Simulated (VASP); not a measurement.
# Be2CdO3 (Immm) in VASP: relaxation of cell and atoms with PBE

Aim: the relaxation of cell and atoms of Be2CdO3 with PBE.

Program: VASP 6.6.1. These are calculated values, not measurements. Logs are shortened: lines on timing, memory, paths and dates and some standing lists are left out, and cuts for length are marked.

## 1. The cell of the first run

The structure is orthorhombic, space group Immm (No. 71). Conventional cell: a = 5.016 Å, b = 5.551 Å, c = 5.670 Å, α = 90.00°, β = 90.00°, γ = 90.00°. Be (site symmetry mmm) has 2 O at 1.19 Å within 1.6 Å. Be (site symmetry mmm) has 2 O at 1.65 Å within 2.2 Å. Cd (site symmetry mmm) has 4 Be at 2.51 to 2.78 Å and 10 O at 2.78 to 3.23 Å within 3.3 Å. Within 1.7 Å of O (site symmetry mm2) lie 2 Be at 1.19 to 1.65 Å. O (site symmetry mmm) has 4 Be at 2.51 to 2.78 Å and 2 Cd at 2.83 Å and 8 O at 3.00 to 3.02 Å within 3.3 Å.

The cell was built from a structure type or drawn by symmetry, and may not be a known phase.

## 2. Relaxation of cell and atoms, PBE

Contents of INCAR:

```
SYSTEM = Be2CdO3
  PREC = Accurate
  ENCUT = 600
  EDIFF = 1E-7
  ISMEAR = 0
  SIGMA = 0.15
  LREAL = .FALSE.
  LASPH = .TRUE.
  NELM = 120
  ALGO = Normal
  ISIF = 3
  LWAVE = .FALSE.
  LCHARG = .FALSE.
  GGA = PE
  IBRION = 2
  NSW = 36
  EDIFFG = -0.08
  GGA_COMPAT = .FALSE.
  NELMIN = 4
```

Contents of KPOINTS:

```
regular mesh
0
G
  3 3 3
  0 0 0
```

Contents of POSCAR:

```
Be2CdO3
1.0
   -2.5082393200      2.7755179900      2.8348284900
    2.5082393200     -2.7755179900      2.8348284900
    2.5082393200      2.7755179900     -2.8348284900
Be Cd O
2 1 3
Direct
    0.0000000000      0.0000000000      0.0000000000
    0.5000000000      0.5000000000      0.0000000000
    0.0000000000      0.5000000000      0.5000000000
    0.2097158700      0.2097158700      0.0000000000
    0.7902841300      0.7902841300      0.0000000000
    0.5000000000      0.0000000000      0.5000000000
```

Potentials or basis: VASP PAW PBE potentials, release 64 (Be, Cd, O).

On the command line:

```
$ cat potpaw_PBE.64/Be/POTCAR potpaw_PBE.64/Cd/POTCAR potpaw_PBE.64/O/POTCAR > POTCAR
$ mpirun -np 1 vasp_std > vasp.out
```

OUTCAR:

```text
SYSTEM = Be2CdO3
   PREC = Accurate
   ENCUT = 600
   EDIFF = 1E-7
   ISMEAR = 0
   LREAL = .FALSE.
   LASPH = .TRUE.
   NELM = 120
   ISIF = 3
   GGA = PE
   IBRION = 2
   NSW = 36
   EDIFFG = -0.08
   NELMIN = 4

 ion  position               nearest neighbor table
   1  0.000  0.000  0.000-   4 1.19   5 1.19   3 2.51   3 2.51
   2  0.500  0.500  0.000-   4 1.65   5 1.65   3 2.78   3 2.78
   3  0.000  0.500  0.500-   1 2.51   1 2.51   2 2.78   2 2.78   4 2.78   4 2.78   5 2.78   5 2.78
                             6 2.83   6 2.83
   4  0.210  0.210  0.000-   1 1.19   2 1.65   3 2.78   3 2.78
   5  0.790  0.790  0.000-   1 1.19   2 1.65   3 2.78   3 2.78
   6  0.500  0.000  0.500-   3 2.83   3 2.83

  LATTYP: Found a body centered orthorhombic cell.
 ALAT       =     5.0164786400
 B/A-ratio  =     1.1065602743
 C/A-ratio  =     1.1302065427

  Lattice vectors:

 A1 = (  -2.5082393200,   2.7755179900,   2.8348284900)
 A2 = (   2.5082393200,  -2.7755179900,   2.8348284900)
 A3 = (   2.5082393200,   2.7755179900,  -2.8348284900)

Analysis of symmetry for initial positions (statically):
=====================================================================
 Subroutine PRICEL returns:
 Original cell was already a primitive cell.

 Routine SETGRP: Setting up the symmetry group for a
 body centered orthorhombic supercell.

 Subroutine GETGRP returns: Found  8 space group operations
 (whereof  8 operations were pure point group operations)
 out of a pool of  8 trial point group operations.

The static configuration has the point symmetry D_2h.

Analysis of symmetry for dynamics (positions and initial velocities):
=====================================================================
 Subroutine PRICEL returns:
 Original cell was already a primitive cell.

 Routine SETGRP: Setting up the symmetry group for a
 body centered orthorhombic supercell.

 Subroutine GETGRP returns: Found  8 space group operations
 (whereof  8 operations were pure point group operations)
 out of a pool of  8 trial point group operations.

The dynamic configuration has the point symmetry D_2h.

 Subroutine INISYM returns: Found  8 space group operations
 (whereof  8 operations are pure point group operations),
 and found     1 'primitive' translations

----------------------------------------------------------------------------------------

                                     Primitive cell

  volume of cell :      78.9405

  direct lattice vectors                    reciprocal lattice vectors
    -2.508239320  2.775517990  2.834828490     0.000000000  0.180146553  0.176377513
[... 99 lines left out ...]
  Fermi-wavevector in a.u.,A,eV,Ry     =   1.236330  2.336326 20.796679  1.528513
  Thomas-Fermi vector in A             =   2.370943
   LORBIT       =      0    0 simple, 1 ext, 2 COOP (PROOUT), +10 PAW based schemes
   GGA     = PE    functional components
   LHFCALC =     F    Hartree Fock is set to
   AEXX    =    0.0000 exact exchange contribution
   IVDW    =     0    specifies the selected vdW correction
   LEPSILON=     F    determine dielectric tensor
   LRPA    =     F    only Hartree local field effects (RPA)
 conjugate gradient relaxation of ions
 non-spin polarized calculation
 Gauss-broadening in eV      SIGMA  =   0.15
  energy-cutoff  :      600.00
  volume of cell :       78.94
 maximum number of plane-waves:      2642
 NGX is ok and might be reduce to    40
   NGX = 19   NGY = 19   NGZ = 19

--------------------------------------- Ionic step        1  -------------------------------------------

 number of electron      33.9999998 magnetization

 Free energy of the ion-electron system (eV)
  ---------------------------------------------------
  ext. energy  EPLUGINS =         0.00000000
  ---------------------------------------------------
  free energy    TOTEN  =       -25.56188461 eV

  energy without entropy =      -25.53785719  energy(sigma->0) =      -25.54987090

------------------------ aborting loop because EDIFF is reached ----------------------------------------

  FORCE on cell =-STRESS in cart. coord.  units (eV):
  Direction    XX          YY          ZZ          XY          YZ          ZX
  --------------------------------------------------------------------------------------
  -------------------------------------------------------------------------------------
  Total       -2.4560068      2.2732356     19.2511468      0.0000000      0.0000000      0.0000000
  in kB      -49.8471518     46.1376255    390.7215725      0.0000000      0.0000000      0.0000000
  external PRESSURE =     129.0040154 kB  Pullay stress =       0.0000000 kB
[... 27 lines left out ...]
--------------------------------------- Ionic step        2  -------------------------------------------

 number of electron      33.9999999 magnetization

 E-fermi :  -0.7008     XC(G=0):  -8.7848

 val. band max:       -0.7330180295   @ k =  -0.3333  -0.3333   0.3333
 cond. band min:      -0.6889267095   @ k =  -0.0000   0.3333   0.0000
 fundamental gap:      0.0440913201
 Fermi energy:        -0.7007504309

 k-point     1 :       0.0000    0.0000    0.0000
  band No.  band energies     occupation
      1     -18.5893      2.00000
      2     -16.8269      2.00000
      3     -15.7390      2.00000
      4      -8.5502      2.00000
      5      -8.1541      2.00000
      6      -8.1151      2.00000
[... 254 lines left out ...]
  FREE ENERGIE OF THE ION-ELECTRON SYSTEM (eV)
  ---------------------------------------------------
  free  energy   TOTEN  =       -27.5125471831 eV

  energy  without entropy=      -27.4811341754  energy(sigma->0) =      -27.49684068

[... ionic steps 4 to 13 ...]

--------------------------------------- Ionic step       14  -------------------------------------------

 number of electron      33.9999992 magnetization

------------------------ aborting loop because EDIFF is reached ----------------------------------------
[... 75 lines left out ...]
--------------------------------------- Ionic step       16  -------------------------------------------

 number of electron      33.9999992 magnetization

 Free energy of the ion-electron system (eV)
  ---------------------------------------------------
  ext. energy  EPLUGINS =         0.00000000
  ---------------------------------------------------
  free energy    TOTEN  =       -28.97531025 eV

  energy without entropy =      -28.92821042  energy(sigma->0) =      -28.95176033

 E-fermi :   0.2420     XC(G=0):  -9.0011

 val. band max:        0.2388522165   @ k =  -0.3333   0.3333   0.3333
 cond. band min:       0.6524361674   @ k =  -0.3333   0.3333   0.0000
 fundamental gap:      0.4135839510
 Fermi energy:         0.2420364753

 k-point     1 :       0.0000    0.0000    0.0000
  band No.  band energies     occupation
      1     -18.2209      2.00000
      2     -18.0055      2.00000
      3     -14.7234      2.00000
      4      -8.0935      2.00000
      5      -7.9191      2.00000
      6      -7.7526      2.00000
[... 214 lines left out ...]
  FREE ENERGIE OF THE ION-ELECTRON SYSTEM (eV)
  ---------------------------------------------------
  free  energy   TOTEN  =       -28.9753102529 eV

  energy  without entropy=      -28.9282104168  energy(sigma->0) =      -28.95176033

 reached required accuracy - stopping structural energy minimisation
```

OSZICAR:

```text
N       E                     dE             d eps       ncg     rms          rms(c)
DAV:   1     0.258878543481E+03    0.25888E+03   -0.19572E+04   336   0.169E+03
DAV:   2    -0.123059824186E+02   -0.27118E+03   -0.25809E+03   376   0.391E+02
DAV:   3    -0.358486700091E+02   -0.23543E+02   -0.23172E+02   399   0.123E+02
[... 208 lines left out ...]
DAV:   6    -0.289753135135E+02    0.11017E-03   -0.33128E-04   395   0.159E-01    0.343E-02
DAV:   7    -0.289753087264E+02    0.47871E-05   -0.48411E-05   394   0.558E-02    0.174E-02
DAV:   8    -0.289753100689E+02   -0.13425E-05   -0.66887E-06   410   0.216E-02    0.462E-03
DAV:   9    -0.289753102691E+02   -0.20023E-06   -0.50658E-07   292   0.575E-03    0.101E-03
DAV:  10    -0.289753102529E+02    0.16260E-07   -0.71887E-08   193   0.217E-03
  16 F= -.28975310E+02 E0= -.28951760E+02  d E =-.146712E-02
```

CONTCAR:

```text
Be2CdO3
   1.00000000000000
    -2.7481783607615697    2.8392528594572082    2.7991319979784866
     2.7481783607615697   -2.8392528594572082    2.7991319979784866
     2.7481783607615697    2.8392528594572082   -2.7991319979784866
  Be              Cd              O
     2     1     3
Direct
     0.0000000000000000    0.0000000000000000    0.0000000000000000
     0.5000000000000000    0.5000000000000000    0.0000000000000000
     0.0000000000000000    0.5000000000000000    0.5000000000000000
     0.2494363045137427    0.2494363045137427    0.0000000000000000
     0.7505636954862572    0.7505636954862572    0.0000000000000000
     0.5000000000000000    0.0000000000000000    0.5000000000000000

  0.00000000E+00  0.00000000E+00  0.00000000E+00
  0.00000000E+00  0.00000000E+00  0.00000000E+00
  0.00000000E+00  0.00000000E+00  0.00000000E+00
  0.00000000E+00  0.00000000E+00  0.00000000E+00
  0.00000000E+00  0.00000000E+00  0.00000000E+00
  0.00000000E+00  0.00000000E+00  0.00000000E+00
```

Run time: 6.9 min. Hardware: 1 thread of Intel Xeon 8259CL, shared host; peak memory 0.25 GiB.

Results:

| Property | Result |
| --- | --- |
| Free energy | -28.9753 eV |
| Relaxed volume | 14.56 Å³/atom |
| Relaxed cell | a = 4.842 Å, b = 4.842 Å, c = 4.842 Å, α = 110.84°, β = 108.21°, γ = 109.37° |
| Space group after relaxing (to 0.1 Å) | Immm (No. 71) |
| Pressure after relaxing | -0.1 GPa |
| Largest force after relaxing | 0.016 eV/Å |
| Band gap on the k mesh | zero (bands 17 and 18 overlap by 0.35 eV) |

Forces in eV/Å, atoms in the order of the input:
```
Be   0.000  0.000  0.000
Be   0.000  0.000  0.000
Cd   0.000  0.000  0.000
O    0.000  0.000  0.016
O    0.000  0.000 -0.016
O    0.000  0.000  0.000
```

Final structure:
```xyz
6
Lattice="-2.7482 2.8393 2.7991 2.7482 -2.8393 2.7991 2.7482 2.8393 -2.7991" Properties=species:S:1:pos:R:3 pbc="T T T"
Be    0.0000    0.0000    0.0000
Be    0.0000    0.0000    2.7991
Cd    2.7482    0.0000    0.0000
O     0.0000    0.0000    1.3964
O     0.0000    0.0000    4.2019
O     0.0000    2.8393    0.0000
```

Levels at points of the mesh, in eV from the Fermi level:
| k point | band 13 | band 14 | band 15 | band 16 | band 17 | band 18 | band 19 | band 20 | band 21 |
| --- | --- | --- | --- | --- | --- | --- | --- | --- | --- |
| (0.00, 0.00, 0.00) | -2.45 | -2.44 | -1.57 | -0.97 | -0.38 | -0.36 | 3.61 | 3.74 | 8.26 |

Caveat: the k points lie up to 0.53 Å⁻¹ apart in the final cell; semilocal functionals underestimate gaps, so a narrow gap can read as zero.
